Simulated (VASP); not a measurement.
# CdS (Hawleyite) (I-4m2) in VASP: notebook

The runs below take CdS (Hawleyite) through single point, with r2SCAN.

All numbers are computed with VASP 6.6.1; they aren't measurements. Logs are shortened: lines on timing, memory, paths and dates and some standing lists are left out, and cuts for length are marked.

## (1) The cell of the first run

The structure is tetragonal, space group I-4m2 (No. 119). Conventional cell: a = 4.157 Å, b = 4.157 Å, c = 5.840 Å, α = 90.00°, β = 90.00°, γ = 90.00°. Cd (site symmetry -4m2) has 4 S at 2.54 Å within 3.4 Å. Within 3.4 Å of S (site symmetry -4m2) lie 4 Cd at 2.54 Å.

## (2) Single point, r2SCAN (uniaxial x strain -0.7%)

File POSCAR:

```
CdS
1.0
    0.0000000000      2.9392138876      2.9392138876
    2.9198150759      0.0000000000      2.9392138876
    2.9198150759      2.9392138876      0.0000000000
Cd S
1 1
Direct
    0.0000000000      0.0000000000      0.0000000000
    0.2500000000      0.2500000000      0.2500000000
```

File INCAR.step1:

```
  ALGO = Normal
  EDIFF = 1E-4
  ENCUT = 520
  GGA = PE
  ISMEAR = 0
  LASPH = True
  LCHARG = False
  LREAL = False
  LWAVE = True
  NBANDS = 16
  NELM = 60
  PREC = Accurate
  SIGMA = 0.01
```

File INCAR.step2:

```
  ALGO = Normal
  EDIFF = 1E-6
  ENCUT = 520
  ISIF = 2
  ISMEAR = 0
  ISTART = 1
  LASPH = True
  LCHARG = True
  LELF = True
  LMIXTAU = True
  LREAL = False
  LVHAR = True
  LWAVE = False
  METAGGA = R2SCAN
  NBANDS = 16
  NELM = 60
  PREC = Accurate
  SIGMA = 0.01
```

File KPOINTS:

```
k-points
0
Gamma
  8 8 8
```

Potentials or basis: VASP PAW PBE potentials, release 64 (Cd, S).

Run with:

```sh
cat potpaw_PBE.64/Cd/POTCAR potpaw_PBE.64/S/POTCAR > POTCAR
cp INCAR.step1 INCAR
mpirun -np 1 vasp_std > vasp.out
cp INCAR.step2 INCAR
mpirun -np 1 vasp_std > vasp.out
```

OUTCAR:

```text
EDIFF = 1E-6
   ENCUT = 520
   ISIF = 2
   ISMEAR = 0
   ISTART = 1
   LASPH = True
   LREAL = False
   METAGGA = R2SCAN
   NELM = 60
   PREC = Accurate

 ion  position               nearest neighbor table
   1  0.000  0.000  0.000-   2 2.54   2 2.54   2 2.54   2 2.54
   2  0.250  0.250  0.250-   1 2.54   1 2.54   1 2.54   1 2.54

  LATTYP: Found a body centered tetragonal cell.
 ALAT       =     4.1566761426
 C/A-ratio  =     1.4048797528

  Lattice vectors:

 A1 = (  -2.9198150759,   0.0000000000,  -2.9392138876)
 A2 = (  -2.9198150759,   0.0000000000,   2.9392138876)
 A3 = (   2.9198150759,   2.9392138876,   0.0000000000)

Analysis of symmetry for initial positions (statically):
=====================================================================
 Subroutine PRICEL returns:
 Original cell was already a primitive cell.

 Routine SETGRP: Setting up the symmetry group for a
 body centered tetragonal supercell.

 Subroutine GETGRP returns: Found  8 space group operations
 (whereof  8 operations were pure point group operations)
 out of a pool of 16 trial point group operations.

The static configuration has the point symmetry D_2d.

Analysis of symmetry for dynamics (positions and initial velocities):
=====================================================================
 Subroutine PRICEL returns:
 Original cell was already a primitive cell.

 Routine SETGRP: Setting up the symmetry group for a
 body centered tetragonal supercell.

 Subroutine GETGRP returns: Found  8 space group operations
 (whereof  8 operations were pure point group operations)
 out of a pool of 16 trial point group operations.

The dynamic configuration has the point symmetry D_2d.

 Subroutine INISYM returns: Found  8 space group operations
 (whereof  8 operations are pure point group operations),
 and found     1 'primitive' translations

----------------------------------------------------------------------------------------

                                     Primitive cell

  volume of cell :      50.4484

  direct lattice vectors                    reciprocal lattice vectors
     0.000000000  2.939213888  2.939213888    -0.171243722  0.170113513  0.170113513
     2.919815076  0.000000000  2.939213888     0.171243722 -0.170113513  0.170113513
     2.919815076  2.939213888  0.000000000     0.171243722  0.170113513 -0.170113513

  length of vectors
     4.156676143  4.142981819  4.142981819     0.295299216  0.295299216  0.295299216

  position of ions in fractional coordinates (direct lattice)
     0.000000000  0.000000000  0.000000000
     0.250000000  0.250000000  0.250000000

  ion indices of the primitive-cell ions
   primitive index   ion index
                 1           1
                 2           2

----------------------------------------------------------------------------------------

 KPOINTS: k-points

Automatic generation of k-mesh.
 Grid dimensions read from file:
 generate k-points for:    8    8    8

 Generating k-lattice:

  Cartesian coordinates                     Fractional coordinates (reciprocal lattice)
    -0.021405465  0.021264189  0.021264189     0.125000000 -0.000000000 -0.000000000
     0.021405465 -0.021264189  0.021264189     0.000000000  0.125000000  0.000000000
     0.021405465  0.021264189 -0.021264189     0.000000000  0.000000000  0.125000000

  Length of vectors
     0.036912402  0.036912402  0.036912402

  Shift w.r.t. Gamma in fractional coordinates (k-lattice)
     0.000000000  0.000000000  0.000000000

 Subroutine IBZKPT returns following result:
 ===========================================

 Found     59 irreducible k-points:

 Following reciprocal coordinates:
            Coordinates               Weight
  0.000000  0.000000  0.000000      1.000000
  0.125000  0.000000  0.000000      8.000000
  0.250000  0.000000  0.000000      8.000000
  0.375000  0.000000  0.000000      8.000000
  0.500000  0.000000  0.000000      4.000000
  0.125000  0.125000  0.000000      4.000000
[... 16 lines left out ...]
  0.250000  0.125000  0.125000      4.000000
  0.375000  0.125000  0.125000      8.000000
 [... further k-points ...]
   k-points           NKPTS =     59   k-points in BZ     NKDIM =     59   number of bands    NBANDS=     16
   number of dos      NEDOS =    301   number of ions     NIONS =      2
   total plane-waves  NPLWV =  32768
   dimension x,y,z NGX =    32 NGY =   32 NGZ =   32
   dimension x,y,z NGXF=    64 NGYF=   64 NGZF=   64
   ions per type =               1   1
   NGX,Y,Z   is equivalent  to a cutoff of  12.80, 12.84, 12.84 a.u.
   NGXF,Y,Z  is equivalent  to a cutoff of  25.60, 25.68, 25.68 a.u.
 SYSTEM =  unknown system
   PREC   = accura    normal or accurate (medium, high low for compatibility)
   ISTART =      1    job   : 0-new  1-cont  2-samecut
   ICHARG =      0    charge: 1-file 2-atom 10-const
   ISPIN  =      1    spin polarized calculation?
   LNONCOLLINEAR =      F non collinear calculations
   LSORBIT =      F    spin-orbit coupling
   LASPH  =      T    aspherical Exc in radial PAW
   ENCUT  =  520.0 eV  38.22 Ry    6.18 a.u.   7.73  7.70  7.70*2*pi/ulx,y,z
   NELM   =     60;   NELMIN=  2; NELMDL=  0     # of ELM steps
   EDIFF  = 0.1E-05   stopping-criterion for ELM
   LREAL  =      F    real-space projection
   EDIFFG = 0.1E-04   stopping-criterion for IOM
   NSW    =      0    number of steps for IOM
   IBRION =     -1    ionic relax: 0-MD 1-quasi-New 2-CG
   NFREE  =      0    steps in history (QN), initial steepest desc. (CG)
   ISIF   =      2    stress and relaxation
   ISYM   =      2    0-nonsym 1-usesym 2-fastsym
   POTIM  = 0.5000    time-step for ionic-motion
   TEBEG  =    0.0;   TEEND  =   0.0 temperature during run
   PSTRESS=    0.0 pullay stress
   NELECT =      18.0000    total number of electrons
   NUPDOWN=      -1.0000    fix difference up-down
   EMIN   =  10.00;   EMAX   =-10.00  energy-range for DOS
   EFERMI =   0.00;   METHOD = LEGACY
   ISMEAR =     0;   SIGMA  =   0.01  broadening in eV -4-tet -1-fermi 0-gaus
   EFERMI_NEDOS =   21; number of points for ismear=-14 and -15
   IALGO  =     38    algorithm
   IMIX   =      4    mixing-type and parameters
     AMIX     =   0.40;   BMIX     =  1.00
     AMIX_MAG =   1.60;   BMIX_MAG =  1.00
  volume/ion in A,a.u.               =      25.22       170.22
  Fermi-wavevector in a.u.,A,eV,Ry     =   1.161136  2.194229 18.343876  1.348237
  Thomas-Fermi vector in A             =   2.297711
   LORBIT       =      0    0 simple, 1 ext, 2 COOP (PROOUT), +10 PAW based schemes
   METAGGA = R2SCAN    functional components
   LHFCALC =     F    Hartree Fock is set to
   AEXX    =    0.0000 exact exchange contribution
   IVDW    =     0    specifies the selected vdW correction
   LEPSILON=     F    determine dielectric tensor
   LRPA    =     F    only Hartree local field effects (RPA)
 non-spin polarized calculation
 Gauss-broadening in eV      SIGMA  =   0.01
  energy-cutoff  :      520.00
  volume of cell :       50.45
 maximum number of plane-waves:      1372
   NGX = 15   NGY = 15   NGZ = 15

 number of electron      18.0000005 magnetization

 Free energy of the ion-electron system (eV)
  ---------------------------------------------------
  ext. energy  EPLUGINS =         0.00000000
  ---------------------------------------------------
  free energy    TOTEN  =       -29.68479896 eV

  energy without entropy =      -29.68479896  energy(sigma->0) =      -29.68479896

 E-fermi :   0.9947     XC(G=0):  -9.6516

 val. band max:        0.9212432397   @ k =   0.0000   0.0000   0.0000
 cond. band min:       2.4619538320   @ k =   0.0000   0.0000   0.0000
 fundamental gap:      1.5407105924
 Fermi energy:         0.9947093442

 k-point     1 :       0.0000    0.0000    0.0000
  band No.  band energies     occupation
      1     -11.8637      2.00000
      2      -7.0016      2.00000
      3      -7.0016      2.00000
      4      -6.9976      2.00000
      5      -6.5114      2.00000
      6      -6.5093      2.00000
[... 8 lines left out ...]
     15      12.8481      0.00000
     16      12.9414      0.00000

 k-point     2 :       0.1250    0.0000    0.0000
  band No.  band energies     occupation
      1     -11.8033      2.00000
      2      -6.9790      2.00000
      3      -6.9764      2.00000
      4      -6.9427      2.00000
      5      -6.5120      2.00000
      6      -6.5103      2.00000
[... 8 lines left out ...]
     15      12.2955      0.00000
     16      13.3539      0.00000

 k-point     3 :       0.2500    0.0000    0.0000
  band No.  band energies     occupation
      1     -11.6569      2.00000
      2      -6.9299      2.00000
      3      -6.9267      2.00000
      4      -6.7427      2.00000
      5      -6.5058      2.00000
      6      -6.5057      2.00000
[... 8 lines left out ...]
     15      12.0416      0.00000
     16      12.6194      0.00000

 k-point     4 :       0.3750    0.0000    0.0000
  band No.  band energies     occupation
      1     -11.5105      2.00000
      2      -6.8913      2.00000
      3      -6.8873      2.00000
      4      -6.4878      2.00000
      5      -6.4857      2.00000
      6      -6.3873      2.00000
[... 8 lines left out ...]
     15      12.9456      0.00000
     16      12.9587      0.00000

 k-point     5 :       0.5000    0.0000    0.0000
  band No.  band energies     occupation
      1     -11.4503      2.00000
      2      -6.8791      2.00000
      3      -6.8747      2.00000
      4      -6.4755      2.00000
      5      -6.4725      2.00000
      6      -6.1392      2.00000
[... 8 lines left out ...]
     15      14.0326      0.00000
     16      14.0734      0.00000

 k-point     6 :       0.1250    0.1250    0.0000
  band No.  band energies     occupation
      1     -11.7836      2.00000
      2      -6.9573      2.00000
      3      -6.9536      2.00000
      4      -6.9531      2.00000
      5      -6.5261      2.00000
      6      -6.4975      2.00000
[... 8 lines left out ...]
     15      13.0233      0.00000
     16      14.0310      0.00000

 k-point     7 :       0.2500    0.1250    0.0000
  band No.  band energies     occupation
      1     -11.6664      2.00000
      2      -6.9246      2.00000
      3      -6.9022      2.00000
      4      -6.8079      2.00000
      5      -6.5285      2.00000
      6      -6.4857      2.00000
[... 8 lines left out ...]
     15      12.8899      0.00000
     16      14.0695      0.00000

 k-point     8 :       0.3750    0.1250   -0.0000
  band No.  band energies     occupation
      1     -11.5206      2.00000
      2      -6.8854      2.00000
      3      -6.8570      2.00000
      4      -6.5824      2.00000
      5      -6.4722      2.00000
      6      -6.4266      2.00000
[... 8 lines left out ...]
     15      13.4384      0.00000
     16      13.5281      0.00000

 k-point     9 :       0.5000    0.1250   -0.0000
  band No.  band energies     occupation
      1     -11.4325      2.00000
      2      -6.8648      2.00000
      3      -6.8420      2.00000
      4      -6.5122      2.00000
      5      -6.4712      2.00000
      6      -6.1293      2.00000
[... 8 lines left out ...]
     15      13.8407      0.00000
     16      14.0780      0.00000
[... 172 lines left out ...]
 k-point    19 :       0.5000    0.3750    0.0000
  band No.  band energies     occupation
      1     -11.3428      2.00000
      2      -6.7682      2.00000
      3      -6.6809      2.00000
      4      -6.6534      2.00000
      5      -6.4390      2.00000
      6      -6.0861      2.00000
[... 8 lines left out ...]
     15      14.2185      0.00000
     16      15.1893      0.00000

 k-point    20 :      -0.3750    0.3750    0.0000
  band No.  band energies     occupation
      1     -11.3350      2.00000
      2      -6.7923      2.00000
      3      -6.7062      2.00000
      4      -6.5972      2.00000
      5      -6.4667      2.00000
      6      -5.9500      2.00000
[... 8 lines left out ...]
     15      13.4942      0.00000
     16      15.7972      0.00000

 k-point    21 :       0.5000    0.5000    0.0000
  band No.  band energies     occupation
      1     -11.3235      2.00000
      2      -6.7633      2.00000
      3      -6.6542      2.00000
      4      -6.6463      2.00000
      5      -6.4257      2.00000
      6      -6.0771      2.00000
[... 8 lines left out ...]
     15      13.8695      0.00000
     16      14.9650      0.00000

 k-point    22 :       0.0000    0.1250    0.1250
  band No.  band energies     occupation
      1     -11.7828      2.00000
      2      -6.9572      2.00000
      3      -6.9572      2.00000
      4      -6.9500      2.00000
      5      -6.5241      2.00000
      6      -6.4987      2.00000
[... 8 lines left out ...]
     15      12.9608      0.00000
     16      14.0603      0.00000

 k-point    23 :       0.2500    0.1250    0.1250
  band No.  band energies     occupation
      1     -11.7148      2.00000
      2      -6.9532      2.00000
      3      -6.9260      2.00000
      4      -6.8507      2.00000
      5      -6.5246      2.00000
      6      -6.4955      2.00000
[... 8 lines left out ...]
     15      12.2999      0.00000
     16      14.4154      0.00000

 k-point    24 :       0.3750    0.1250    0.1250
  band No.  band energies     occupation
      1     -11.5690      2.00000
      2      -6.9001      2.00000
      3      -6.8800      2.00000
      4      -6.6165      2.00000
      5      -6.5218      2.00000
      6      -6.4603      2.00000
[... 8 lines left out ...]
     15      13.0433      0.00000
     16      13.8056      0.00000

 [... further k-points ...]

------------------------ aborting loop because EDIFF is reached ----------------------------------------

  FORCE on cell =-STRESS in cart. coord.  units (eV):
  Direction    XX          YY          ZZ          XY          YZ          ZX
  --------------------------------------------------------------------------------------
  -------------------------------------------------------------------------------------
  Total        0.2457564      0.2095187      0.2095187      0.0000000      0.0000000     -0.0000000
  in kB        7.8049069      6.6540434      6.6540434      0.0000000      0.0000000     -0.0000000
  external PRESSURE =       7.0376646 kB  Pullay stress =       0.0000000 kB

 VOLUME and BASIS-vectors are now :
 -----------------------------------------------------------------------------
  energy-cutoff  :      520.00
  volume of cell :       50.45
      direct lattice vectors                 reciprocal lattice vectors
     0.000000000  2.939213888  2.939213888    -0.171243722  0.170113513  0.170113513
     2.919815076  0.000000000  2.939213888     0.171243722 -0.170113513  0.170113513
     2.919815076  2.939213888  0.000000000     0.171243722  0.170113513 -0.170113513

 POSITION                                       TOTAL-FORCE (eV/Angst)
 -----------------------------------------------------------------------------------
      0.00000      0.00000      0.00000        -0.000000      0.000000      0.000000
      1.45991      1.46961      1.46961         0.000000     -0.000000     -0.000000
 -----------------------------------------------------------------------------------
    total drift:                               -0.000004     -0.000005     -0.000005

  FREE ENERGIE OF THE ION-ELECTRON SYSTEM (eV)
  ---------------------------------------------------
  free  energy   TOTEN  =       -29.6847989640 eV

  energy  without entropy=      -29.6847989640  energy(sigma->0) =      -29.68479896
```

Run time: 1.9 min. Hardware: 1 thread of AMD EPYC 9R45 (Zen 5), shared host; peak memory 0.18 GiB.

Results:

- Free energy: -29.6848 eV
- Pressure: 0.7 GPa
- Band gap on the k mesh: 1.54 eV, direct

Caveat: the cell differs from its parent crystal (uniaxial x strain -0.7%); the PAW data sets were made with another functional, which shifts forces and pressure a little.

## (3) Single point, r2SCAN (uniaxial z strain +1.1%)

File POSCAR:

```
CdS
1.0
    0.0000000000      2.9392138876      2.9727209259
    2.9392138876      0.0000000000      2.9727209259
    2.9392138876      2.9392138876      0.0000000000
Cd S
1 1
Direct
    0.0000000000      0.0000000000      0.0000000000
    0.2500000000      0.2500000000      0.2500000000
```

File INCAR.step1:

```
PREC = Accurate ; ENCUT = 520
ISMEAR = 0 ; SIGMA = 0.01
LREAL = False ; LASPH = True
NELM = 100 ; NBANDS = 16
GGA = PE ; ALGO = Normal
EDIFF = 1E-4 ; LWAVE = True
LCHARG = False
```

File INCAR.step2:

```
PREC = Accurate ; ENCUT = 520
EDIFF = 1E-6 ; ISMEAR = 0
SIGMA = 0.01 ; LREAL = False
LASPH = True ; NELM = 100
ALGO = Normal ; ISIF = 2
LWAVE = False ; LCHARG = False
METAGGA = R2SCAN ; LMIXTAU = True
NBANDS = 16 ; ISTART = 1
```

File KPOINTS:

```
Automatic mesh
0
Gamma
  8 8 8
```

Potentials or basis: VASP PAW PBE potentials, release 64 (Cd, S).

Run with:

```sh
cat potpaw_PBE.64/Cd/POTCAR potpaw_PBE.64/S/POTCAR > POTCAR
cp INCAR.step1 INCAR
mpirun -np 1 vasp_std > vasp.out
cp INCAR.step2 INCAR
mpirun -np 1 vasp_std > vasp.out
```

Wall time 1.7 min (1 thread of Intel Xeon Platinum 8375C at 2.90GHz (Ice Lake), shared host); peak memory 0.21 GiB.

The run converged. Its results:

```
Free energy            : -29.6856 eV
Pressure               : -0.4 GPa
Band gap on the k mesh : 1.50 eV, direct
```

Stress tensor (GPa, compression positive):
```
-0.32  0.00  0.00
 0.00 -0.32  0.00
 0.00  0.00 -0.55
```

Levels at points of the mesh, in eV from the valence-band top:
```
           k point  band 5  band 6  band 7  band 8  band 9  band 10  band 11  band 12  band 13  band 14
(0.00, 0.00, 0.00)   -7.40   -7.39   -0.03    0.00    0.00     1.50     7.07     7.07     7.07    11.73
(0.50, 0.00, 0.00)   -7.36   -7.04   -4.26   -0.75   -0.71     3.41     7.42     7.51     7.78    11.44
(0.50, 0.50, 0.00)   -7.32   -6.99   -3.88   -1.79   -1.79     3.91     4.77     9.54    11.34    11.34
(0.50, 0.00, 0.50)   -7.31   -6.97   -3.81   -1.84   -1.82     3.87     4.67     9.66    11.24    11.38
```

Caveat: the cell differs from its parent crystal (uniaxial z strain +1.1%); the PAW data sets were made with another functional, which shifts forces and pressure a little.
